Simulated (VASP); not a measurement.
Crystal: BN.

```xyz
4
Lattice="2.5360 0.0000 0.0000 -1.2680 2.1962 0.0000 0.0000 0.0000 4.1990" Properties=species:S:1:pos:R:3 pbc="T T T"
B     1.2680    0.7321    0.0000
B     0.0000    1.4642    2.0995
N     1.2680    0.7321    1.5746
N     0.0000    1.4642    3.6741
```

```yaml
Program: VASP 6.6.1
Task: relaxation of cell and atoms
Functional: PBE
Potentials_or_basis: VASP PAW PBE potentials, release 64 (B, N)
Cutoff: 600 eV
k_mesh: 12 × 12 × 6
Occupations: fermi-dirac, width 0.02 eV
Spin: no spin polarisation
```

At the start: pressure 8.0 GPa; volume 5.85 Å³/atom.

How do energy, volume and symmetry change on relaxing?

Over 6 steps the energy falls by 3.0 meV/atom and the volume is 5.97 Å³/atom (+2.0 %); space group P6_3mc (No. 186, to 0.05 Å).

Step by step:
```
step  energy change (eV)  largest force (eV/Å)  pressure (GPa)  volume (Å³)
   1              0.0000                0.0579            7.99        23.39
   2              0.0010                0.1021           -7.70        24.39
   3             -0.0120                0.0247            0.03        23.87
   4             -0.0120                0.0232            0.16        23.86
   5             -0.0120                0.0240            0.08        23.87
   6             -0.0121                0.0017            0.12        23.87
```

Final structure:
```cif
data_structure
_symmetry_space_group_name_H-M 'P 1'
_symmetry_Int_Tables_number 1
_cell_length_a 2.5542
_cell_length_b 2.5542
_cell_length_c 4.2241
_cell_angle_alpha 90.000
_cell_angle_beta 90.000
_cell_angle_gamma 120.000
_cell_volume 23.87
loop_
_atom_site_label
_atom_site_type_symbol
_atom_site_fract_x
_atom_site_fract_y
_atom_site_fract_z
_atom_site_occupancy
B1 B 0.66667 0.33333 0.00019 1
B2 B 0.33333 0.66667 0.50019 1
N1 N 0.66667 0.33333 0.37481 1
N2 N 0.33333 0.66667 0.87481 1
```
